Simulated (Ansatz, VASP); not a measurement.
**Two plane-wave programs on Rh**

File INCAR:

```
SYSTEM = Rh
PREC = Accurate ; ENCUT = 520
EDIFF = 1E-6 ; ISMEAR = 0
SIGMA = 0.15 ; LREAL = .False.
LASPH = .True. ; NELM = 60
ALGO = Fast ; ISIF = 2
LWAVE = .False. ; LCHARG = .False.
GGA = PE ; NBANDS = 22
```

The input KPOINTS:

```
Automatic mesh
0
Gamma
  21 21 12
  0 0 0
```

File POSCAR:

```
Rh
1.0
    2.8297519719      0.0000000000      0.0000000000
   -1.4148759860      2.4506370940      0.0000000000
    0.0000000000      0.0000000000      4.5539132320
Rh
2
Direct
    0.6666666667      0.3333333333      0.7500000000
    0.3333333333      0.6666666667      0.2500000000
```

Input for Ansatz:

```yaml
crystal:
  lattice:
    - [2.8297519719, 0.0, 0.0]
    - [-1.414875986, 2.450637094, 0.0]
    - [0.0, 0.0, 4.553913232]
  atoms:
    - { symbol: Rh, position: [0.6666666667, 0.3333333333, 0.75] }
    - { symbol: Rh, position: [0.3333333333, 0.6666666667, 0.25] }
basis:
  ecutwfc: 420
kpoints:
  mp_grid: { grid: [21, 21, 12] }
hamiltonian:
  xc: pbe
  pseudopotentials: { kind: paw, azcp: { folder: soft_1 } }
scf:
  occupations: { method: gaussian, width: 0.15 }
output:
  forces: true
  stress: true
  eigenvalues: true
```

Alike in both runs: task single point; functional PBE; k mesh 21 × 21 × 12; occupations gaussian, width 0.15 eV; no spin polarisation.

|  | VASP | Ansatz |
| --- | --- | --- |
| version | VASP 6.6.1 | Ansatz 0.2.0 |
| potentials or method | VASP PAW PBE potentials, release 64 (Rh_pv), cutoff 520 eV | scalar-relativistic, plane waves, PAW |
| valence electrons in the cell | 30 | 34 |

|  | VASP | Ansatz | Ansatz less VASP |
| --- | --- | --- | --- |
| gap on the k mesh at the Fermi level (eV) | none | none | - |
| pressure (GPa) | -21.3 | -21.3 | -0.05 |
| traceless stress, the component that is largest in VASP (GPa) | -0.25 | -0.26 | -0.008 |

A gap of «none» marks a metal or a gap that the smearing closes. VASP's potentials hold 30 valence electrons a cell and Ansatz's 34, so a difference there can come from the potentials and not from the codes.
